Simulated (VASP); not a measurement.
Write the native input for VASP 6.6.1 that does the following.

| Property | Result |
| --- | --- |
| Task | single point |
| Functional | PBE |
| Potentials or basis | VASP PAW PBE potentials, release 64 (Sn_d) |
| Cutoff | 520 eV |
| k mesh | 16 × 16 × 12 |
| Occupations | gaussian, width 0.1 eV |
| Spin | no spin polarisation |
| Dipole correction | no |
| Further INCAR settings | ALGO = Fast; EDIFF = 1e-06; NBANDS = 21 |

The structure of Sn lies in POSCAR:

```
Sn
1.0
    3.3596862910      0.0000000000      0.0000000000
    0.0000000000      3.3596862910      0.0000000000
    0.0000000000      0.0000000000      4.9582215781
Sn
2
Direct
    0.0000000000      0.5000000000      0.2499968298
    0.5000000000      0.0000000000      0.7500031702
```

One way to write it, as run:

INCAR

```
PREC     = Accurate       # precision mode
ENCUT    = 520            # plane-wave cutoff, eV
EDIFF    = 1E-6           # SCF threshold, eV
ISMEAR   = 0              # smearing method
SIGMA    = 0.1            # smearing width, eV
LREAL    = F              # projectors in reciprocal space
LASPH    = T              # aspherical terms in the spheres
NELM     = 60             # most SCF steps
ALGO     = Fast           # electronic algorithm
ISIF     = 2              # what is computed and relaxed
LWAVE    = F              # write WAVECAR
LCHARG   = T              # write CHGCAR
GGA      = PE             # functional
LELF     = T              # ELF
LVHAR    = T            
NBANDS   = 21             # bands
```

KPOINTS

```
regular mesh
0
Gamma
  16 16 12
```

Potentials or basis: VASP PAW PBE potentials, release 64 (Sn_d).

Launch:

```console
$ cat potpaw_PBE.64/Sn_d/POTCAR > POTCAR
$ mpirun -np 1 vasp_std > vasp.out
```

It gave:

```yaml
Pressure: 0.0 GPa
Band_gap_on_the_k_mesh: zero (band 14 reaches 11.40 eV, above the bottom of band 15 at 6.11 eV)
```

Caveat: spin-orbit coupling is left out, which moves the levels of the heavy elements.

It took 2.1 min on 1 thread of Intel(R) Xeon(R) 6975P-C (Granite Rapids), on a shared host, peak memory 0.4 GiB.
